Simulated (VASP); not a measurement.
# Pd (Fm-3m) in VASP: a series of runs, part 2 of 2

VASP 6.6.1. Earlier steps stand in the parts before.

## (3) Single point, HSE06

This run uses another cell than the first one, of 14.75 Å³/atom.

The input, POSCAR:

```
Pd
1.0
    0.0000000000      1.9465000000      1.9465000000
    1.9465000000      0.0000000000      1.9465000000
    1.9465000000      1.9465000000      0.0000000000
Pd
1
Direct
    0.0000000000      0.0000000000      0.0000000000
```

The input, INCAR.step1:

```
PREC = Accurate
ENCUT = 520
EDIFF = 1E-5
ISMEAR = -1
SIGMA = 0.05
LREAL = False
LASPH = True
NELM = 60
ALGO = Normal
ISIF = 2
LWAVE = True
LCHARG = False
NBANDS = 11
GGA = PE
```

The input, INCAR.step2:

```
PREC = Accurate
ENCUT = 520
EDIFF = 1E-7
ISMEAR = -1
SIGMA = 0.05
LREAL = False
LASPH = True
NELM = 60
ALGO = Normal
ISIF = 2
LWAVE = False
LCHARG = False
GGA = PE
LHFCALC = True
HFSCREEN = 0.2079
PRECFOCK = Normal
NBANDS = 11
ISTART = 1
```

The input, KPOINTS:

```
regular mesh
0
Gamma
  8 8 8
```

Potentials or basis: VASP PAW PBE potentials, release 64 (Pd).

Launch:

```console
> cat potpaw_PBE.64/Pd/POTCAR > POTCAR
> cp INCAR.step1 INCAR
> mpirun -np 1 vasp_std > vasp.out
> cp INCAR.step2 INCAR
> mpirun -np 1 vasp_std > vasp.out
```

OUTCAR:

```text
PREC = Accurate
   ENCUT = 520
   EDIFF = 1E-7
   ISMEAR = -1
   LREAL = False
   LASPH = True
   NELM = 60
   ISIF = 2
   GGA = PE
   LHFCALC = True
   HFSCREEN = 0.2079
   PRECFOCK = Normal
   ISTART = 1

 ion  position               nearest neighbor table
   1  0.000  0.000  0.000-

  LATTYP: Found a face centered cubic cell.
 ALAT       =     3.8930000000

  Lattice vectors:

 A1 = (   0.0000000000,   1.9465000000,   1.9465000000)
 A2 = (   1.9465000000,   0.0000000000,   1.9465000000)
 A3 = (   1.9465000000,   1.9465000000,   0.0000000000)

Analysis of symmetry for initial positions (statically):
=====================================================================
 Subroutine PRICEL returns:
 Original cell was already a primitive cell.

 Routine SETGRP: Setting up the symmetry group for a
 face centered cubic supercell.

 Subroutine GETGRP returns: Found 48 space group operations
 (whereof 48 operations were pure point group operations)
 out of a pool of 48 trial point group operations.

The static configuration has the point symmetry O_h .

Analysis of symmetry for dynamics (positions and initial velocities):
=====================================================================
 Subroutine PRICEL returns:
 Original cell was already a primitive cell.

 Routine SETGRP: Setting up the symmetry group for a
 face centered cubic supercell.

 Subroutine GETGRP returns: Found 48 space group operations
 (whereof 48 operations were pure point group operations)
 out of a pool of 48 trial point group operations.

The dynamic configuration has the point symmetry O_h .

 Subroutine INISYM returns: Found 48 space group operations
 (whereof 48 operations are pure point group operations),
 and found     1 'primitive' translations

----------------------------------------------------------------------------------------

                                     Primitive cell

  volume of cell :      14.7500

  direct lattice vectors                    reciprocal lattice vectors
     0.000000000  1.946500000  1.946500000    -0.256871307  0.256871307  0.256871307
     1.946500000  0.000000000  1.946500000     0.256871307 -0.256871307  0.256871307
     1.946500000  1.946500000  0.000000000     0.256871307  0.256871307 -0.256871307

  length of vectors
     2.752766699  2.752766699  2.752766699     0.444914156  0.444914156  0.444914156

  position of ions in fractional coordinates (direct lattice)
     0.000000000  0.000000000  0.000000000

  ion indices of the primitive-cell ions
   primitive index   ion index
                 1           1

----------------------------------------------------------------------------------------

 KPOINTS: regular mesh

Automatic generation of k-mesh.
 Grid dimensions read from file:
 generate k-points for:    8    8    8

 Generating k-lattice:

[... 40 lines left out ...]
  0.500000  0.250000  0.125000     48.000000
 -0.375000  0.250000  0.125000     24.000000
 [... further k-points ...]
   k-points           NKPTS =     29   k-points in BZ     NKDIM =    512   number of bands    NBANDS=     11
   number of dos      NEDOS =    301   number of ions     NIONS =      1
   total plane-waves  NPLWV =   8000
   dimension x,y,z NGX =    20 NGY =   20 NGZ =   20
   dimension x,y,z NGXF=    40 NGYF=   40 NGZF=   40
   ions per type =               1
   NGX,Y,Z   is equivalent  to a cutoff of  12.08, 12.08, 12.08 a.u.
   NGXF,Y,Z  is equivalent  to a cutoff of  24.16, 24.16, 24.16 a.u.
 SYSTEM =  unknown system
   PREC   = accura    normal or accurate (medium, high low for compatibility)
   ISTART =      1    job   : 0-new  1-cont  2-samecut
   ICHARG =      0    charge: 1-file 2-atom 10-const
   ISPIN  =      1    spin polarized calculation?
   LNONCOLLINEAR =      F non collinear calculations
   LSORBIT =      F    spin-orbit coupling
   LASPH  =      T    aspherical Exc in radial PAW
   ENCUT  =  520.0 eV  38.22 Ry    6.18 a.u.   5.12  5.12  5.12*2*pi/ulx,y,z
   NELM   =     60;   NELMIN=  2; NELMDL=  0     # of ELM steps
   EDIFF  = 0.1E-06   stopping-criterion for ELM
   LREAL  =      F    real-space projection
   EDIFFG = 0.1E-05   stopping-criterion for IOM
   NSW    =      0    number of steps for IOM
   IBRION =     -1    ionic relax: 0-MD 1-quasi-New 2-CG
   NFREE  =      0    steps in history (QN), initial steepest desc. (CG)
   ISIF   =      2    stress and relaxation
   ISYM   =      3    0-nonsym 1-usesym 2-fastsym
   POTIM  = 0.5000    time-step for ionic-motion
   TEBEG  =    0.0;   TEEND  =   0.0 temperature during run
   PSTRESS=    0.0 pullay stress
   NELECT =      10.0000    total number of electrons
   NUPDOWN=      -1.0000    fix difference up-down
   EMIN   =  10.00;   EMAX   =-10.00  energy-range for DOS
   EFERMI =   0.00;   METHOD = LEGACY
   ISMEAR =    -1;   SIGMA  =   0.05  broadening in eV -4-tet -1-fermi 0-gaus
   EFERMI_NEDOS =   21; number of points for ismear=-14 and -15
   IALGO  =     38    algorithm
   IMIX   =      1    mixing-type and parameters
     AMIX     =   0.40;   BMIX     =  1.00
     AMIX_MAG =   1.60;   BMIX_MAG =  1.00
  volume/ion in A,a.u.               =      14.75        99.54
  Fermi-wavevector in a.u.,A,eV,Ry     =   1.438171  2.717748 28.141404  2.068335
  Thomas-Fermi vector in A             =   2.557167
   LORBIT       =      0    0 simple, 1 ext, 2 COOP (PROOUT), +10 PAW based schemes
   GGA     = PE    functional components
   LHFCALC =     T    Hartree Fock is set to
   PRECFOCK=normal    Normal, Fast or Accurate (Low or Medium for compatibility)
   ENCUT4O =  -1.0   cutoff for four orbital integrals eV
   NKREDX  =     1    reduce k-point grid by
   NKREDY  =     1    reduce k-point grid by
   NKREDZ  =     1    reduce k-point grid by
   AEXX    =    0.2500 exact exchange contribution
   HFSCREEN=    0.2079 screening length (either q_TF or 0.3 A-1)
   HFSCREENC=   0.2079 screening length for correlation (either q_TF or 0.3 A-1)
   ENCUTFOCK=  -1.0 apply spherical cutoff to Coloumb kernel
   IVDW    =     0    specifies the selected vdW correction
   LEPSILON=     F    determine dielectric tensor
   LRPA    =     F    only Hartree local field effects (RPA)
 non-spin polarized calculation
  energy-cutoff  :      520.00
  volume of cell :       14.75
 maximum number of plane-waves:       415
  NGX = 16; NGY = 16; NGZ = 16

 number of electron       9.9999999 magnetization

 Free energy of the ion-electron system (eV)
  ---------------------------------------------------
  ext. energy  EPLUGINS =         0.00000000
  ---------------------------------------------------
  free energy    TOTEN  =        -5.98372538 eV

  energy without entropy =       -5.97211542  energy(sigma->0) =       -5.97792040

 E-fermi :   9.1250     XC(G=0): -10.7077

 val. band max:        9.1062038048   @ k =  -0.3750   0.3750   0.1250
 cond. band min:       9.2511231723   @ k =   0.5000   0.3750   0.0000
 fundamental gap:      0.1449193675
 Fermi energy:         9.1249544626

 k-point     1 :       0.0000    0.0000    0.0000
  band No.  band energies     occupation
      1       1.6504      2.00000
      2       5.7864      2.00000
      3       5.7864      2.00000
      4       5.7864      2.00000
      5       7.3860      2.00000
      6       7.3860      2.00000
      7      27.8258      0.00000
      8      32.7987      0.00000
      9      32.7987      0.00000
     10      32.7987      0.00000
     11      37.9082      0.00000
[... 309 lines left out ...]
 k-point    24 :      -0.3750    0.2500    0.1250
  band No.  band energies     occupation
      1       4.2150      2.00000
      2       4.8381      2.00000
      3       6.3305      2.00000
      4       6.6561      2.00000
      5       8.8213      1.99540
      6      14.9245      0.00000
      7      17.8922      0.00000
      8      26.3361      0.00000
      9      26.8144      0.00000
     10      32.0703      0.00000
     11      37.9358      0.00000

 [... further k-points ...]

------------------------ aborting loop because EDIFF is reached ----------------------------------------

  FORCE on cell =-STRESS in cart. coord.  units (eV):
  Direction    XX          YY          ZZ          XY          YZ          ZX
  --------------------------------------------------------------------------------------
  -------------------------------------------------------------------------------------
  Total        0.2760697      0.2760697      0.2760697     -0.0000000     -0.0000000      0.0000000
  in kB       29.9872086     29.9872086     29.9872086     -0.0000000     -0.0000000      0.0000000
  external PRESSURE =      29.9872086 kB  Pullay stress =       0.0000000 kB

 VOLUME and BASIS-vectors are now :
 -----------------------------------------------------------------------------
  energy-cutoff  :      520.00
  volume of cell :       14.75
      direct lattice vectors                 reciprocal lattice vectors
     0.000000000  1.946500000  1.946500000    -0.256871307  0.256871307  0.256871307
     1.946500000  0.000000000  1.946500000     0.256871307 -0.256871307  0.256871307
     1.946500000  1.946500000  0.000000000     0.256871307  0.256871307 -0.256871307

 POSITION                                       TOTAL-FORCE (eV/Angst)
 -----------------------------------------------------------------------------------
      0.00000      0.00000      0.00000        -0.000000      0.000000     -0.000000
 -----------------------------------------------------------------------------------
    total drift:                                0.000298      0.000420      0.000571

  FREE ENERGIE OF THE ION-ELECTRON SYSTEM (eV)
  ---------------------------------------------------
  free  energy   TOTEN  =        -5.9837253830 eV

  energy  without entropy=       -5.9721154217  energy(sigma->0) =       -5.97792040
```

OUTCAR.step1:

```text
PREC = Accurate
   ENCUT = 520
   EDIFF = 1E-5
   ISMEAR = -1
   LREAL = False
[... 553 lines left out ...]

 POSITION                                       TOTAL-FORCE (eV/Angst)
 -----------------------------------------------------------------------------------
      0.00000      0.00000      0.00000         0.000000      0.000000      0.000000
 -----------------------------------------------------------------------------------
    total drift:                                0.000000      0.000000      0.000000

  FREE ENERGIE OF THE ION-ELECTRON SYSTEM (eV)
  ---------------------------------------------------
  free  energy   TOTEN  =        -5.1932531163 eV

  energy  without entropy=       -5.1754694891  energy(sigma->0) =       -5.18436130
```

OSZICAR.step1:

```text
N       E                     dE             d eps       ncg     rms          rms(c)
DAV:   1     0.420861305874E+02    0.42086E+02   -0.53935E+03   638   0.874E+02
DAV:   2    -0.493502130837E+01   -0.47021E+02   -0.45841E+02   733   0.183E+02
DAV:   3    -0.545468369451E+01   -0.51966E+00   -0.51863E+00   771   0.204E+01
DAV:   4    -0.545708658184E+01   -0.24029E-02   -0.24025E-02   780   0.146E+00
DAV:   5    -0.545711069650E+01   -0.24115E-04   -0.24115E-04   861   0.136E-01    0.781E+00
DAV:   6    -0.520528975588E+01    0.25182E+00   -0.10214E+00   776   0.841E+00    0.390E+00
DAV:   7    -0.519692002245E+01    0.83697E-02   -0.16112E-02   803   0.778E-01    0.207E+00
DAV:   8    -0.519325646847E+01    0.36636E-02   -0.10135E-03   782   0.253E-01    0.362E-02
DAV:   9    -0.519325311632E+01    0.33521E-05   -0.79404E-05   853   0.731E-02
   1 F= -.51932531E+01 E0= -.51843613E+01  d E =-.177836E-01
```

It took 50 min on 1 thread of Intel Xeon 8259CL, shared host; peak memory 0.24 GiB.

Results:

```
Free energy            : -5.9837 eV
Pressure               : 3.0 GPa
Band gap on the k mesh : zero (bands 5 and 6 overlap by 2.14 eV)
```

Levels at points of the mesh, in eV from the Fermi level:
```tsv
k point	band 1	band 2	band 3	band 4	band 5	band 6	band 7	band 8	band 9	band 10
(0.00, 0.00, 0.00)	-7.47	-3.34	-3.34	-3.34	-1.74	-1.74	18.70	23.67	23.67	23.67
(0.50, 0.00, 0.00)	-5.92	-3.49	-3.49	-0.18	-0.18	1.60	8.73	17.99	22.94	22.94
(0.50, 0.50, 0.00)	-6.19	-5.83	-0.43	0.35	0.35	4.22	12.32	14.70	14.70	23.46
```

Caveat: the PAW data sets were made with another functional, which shifts forces and pressure a little.

## (4) Single point, HSE06

This run uses another cell than the first one, of 15.64 Å³/atom.

The input, POSCAR:

```
Pd
1.0
    0.0000000000      1.9846763588      1.9846763588
    1.9846763588      0.0000000000      1.9846763588
    1.9846763588      1.9846763588      0.0000000000
Pd
1
Direct
    0.0000000000      0.0000000000      0.0000000000
```

The input, INCAR.step1:

```
ALGO = Normal
EDIFF = 1E-5
ENCUT = 520
GGA = PE
ISIF = 2
ISMEAR = -1
LASPH = True
LREAL = False
LWAVE = True
NBANDS = 11
NELM = 60
PREC = Accurate
SIGMA = 0.05
```

The input, INCAR.step2:

```
ALGO = Normal
EDIFF = 1E-6
ENCUT = 520
GGA = PE
HFSCREEN = 0.2079
ISIF = 2
ISMEAR = -1
ISTART = 1
LASPH = True
LCHARG = True
LELF = True
LHFCALC = True
LREAL = False
LVHAR = True
LWAVE = False
NBANDS = 11
NELM = 60
PREC = Accurate
PRECFOCK = Normal
SIGMA = 0.05
```

The input, KPOINTS:

```
k-points
0
Gamma
  8 8 8
```

Launch:

```console
> cat potpaw_PBE.64/Pd/POTCAR > POTCAR
> cp INCAR.step1 INCAR
> mpirun -np 1 vasp_std > vasp.out
> cp INCAR.step2 INCAR
> mpirun -np 1 vasp_std > vasp.out
```

It took 28 min on 1 thread of Intel Xeon Platinum 8375C at 2.90GHz (Ice Lake), shared host; peak memory 0.26 GiB.

It converged, with:

- Free energy: -5.9735 eV
- Pressure: -6.4 GPa
- Band gap on the k mesh: zero (bands 5 and 6 overlap by 1.97 eV)

Levels at points of the mesh, in eV from the Fermi level:
```tsv
k point	band 2	band 3	band 4	band 5	band 6	band 7	band 8	band 9
(0.00, 0.00, 0.00)	-3.05	-3.05	-3.05	-1.61	-1.61	18.64	23.28	23.28
(0.50, 0.00, 0.00)	-3.19	-3.19	-0.18	-0.18	1.76	8.27	17.92	22.34
(0.50, 0.50, 0.00)	-5.33	-0.42	0.32	0.32	4.24	11.71	14.38	14.38
```

Caveat: the cell stands under tension; the PAW data sets were made with another functional, which shifts forces and pressure a little.

## (5) Overview

| cell | gap on the mesh (eV) | pressure (GPa) |
| --- | --- | --- |
| a = 2.734 Å, angles 60.0°, 1 atom | none | 7.1 |
| a = 2.753 Å, angles 60.0°, 1 atom | none | 3.0 |
| a = 2.807 Å, angles 60.0°, 1 atom | none | -6.4 |

Alike in all rows: task single point; level HSE06; potentials or basis VASP PAW PBE potentials, release 64 (Pd); no spin polarisation; k mesh 8 × 8 × 8; cutoff (eV) 520; smearing fermi-dirac 0.05 eV.

Caveats: the PAW data sets were made with another functional, which shifts forces and pressure a little; the cell stands under pressure (at least some runs); the cell stands under tension (at least some runs).

Total energies depend on the potentials used, so only differences within one code and one set of settings carry meaning.
